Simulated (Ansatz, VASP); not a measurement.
## One calculation of SrCl2, two programs

The input POSCAR:

```
SrCl2
1.0
    0.0000000000      3.4883500000      3.4883500000
    3.4883500000      0.0000000000      3.4883500000
    3.4883500000      3.4883500000      0.0000000000
Sr Cl
1 2
Direct
    0.0000000000      0.0000000000      0.0000000000
    0.7500000000      0.7500000000      0.7500000000
    0.2500000000      0.2500000000      0.2500000000
```

File INCAR.step1:

```
SYSTEM = SrCl2
PREC = Accurate
ENCUT = 520
EDIFF = 1E-5
ISMEAR = 0
SIGMA = 0.01
LREAL = .False.
LASPH = .True.
NELM = 60
ALGO = Normal
ISIF = 2
LWAVE = .True.
LCHARG = .False.
NBANDS = 19
GGA = PE
```

Contents of INCAR.step2:

```
SYSTEM = SrCl2
PREC = Accurate
ENCUT = 520
EDIFF = 1E-6
ISMEAR = 0
SIGMA = 0.01
LREAL = .False.
LASPH = .True.
NELM = 60
ALGO = Normal
ISIF = 2
LWAVE = .False.
LCHARG = .False.
GGA = PE
LHFCALC = .True.
AEXX = 0.25
PRECFOCK = Normal
NBANDS = 19
ISTART = 1
```

File KPOINTS:

```
Automatic mesh
0
Gamma
  4 4 4
  0 0 0
```

input

```
crystal:
  lattice:
    - [0.0, 3.48835, 3.48835]
    - [3.48835, 0.0, 3.48835]
    - [3.48835, 3.48835, 0.0]
  atoms:
    - { symbol: Sr, position: [0.0, 0.0, 0.0] }
    - { symbol: Cl, position: [0.75, 0.75, 0.75] }
    - { symbol: Cl, position: [0.25, 0.25, 0.25] }
kpoints:
  mp_grid: { grid: [4, 4, 4] }
  band_path:
    path:
      - [0.0, 0.0, 0.0]
      - [0.5, 0.0, 0.5]
      - [0.625, 0.25, 0.625]
      - [0.375, 0.375, 0.75]
      - [0.5, 0.5, 0.5]
      - [0.5, 0.25, 0.75]
      - [0.0, 0.5, 0.5]
    npoints: 1
hamiltonian:
  xc: pbe0
scf:
  occupations: { method: fixed }
  n_extra_bands: 4
output:
  forces: true
  stress: true
  eigenvalues: true
```

Alike in both runs: functional PBE0; k mesh 4 × 4 × 4; no spin polarisation.

|  | VASP | Ansatz |
| --- | --- | --- |
| version | VASP 6.6.1 | Ansatz 0.2.0 |
| potentials or method | VASP PAW PBE potentials, release 64 (Sr_sv, Cl) | Ansatz PAW |
| plane-wave cutoff (eV) | 520 | 420 |
| occupations | gaussian, width 0.01 eV | fixed |
| valence electrons in the cell | 24 | 24 |
| task | single point | band structure |

|  | VASP | Ansatz | Ansatz less VASP |
| --- | --- | --- | --- |
| gap on the k mesh at the Fermi level (eV) | 7.35 | 7.35 | -0.005 |
| least direct gap on the mesh (eV) | 7.57 | 7.58 | +0.002 |
| pressure (GPa) | 0.4 | 0.4 | -0.03 |
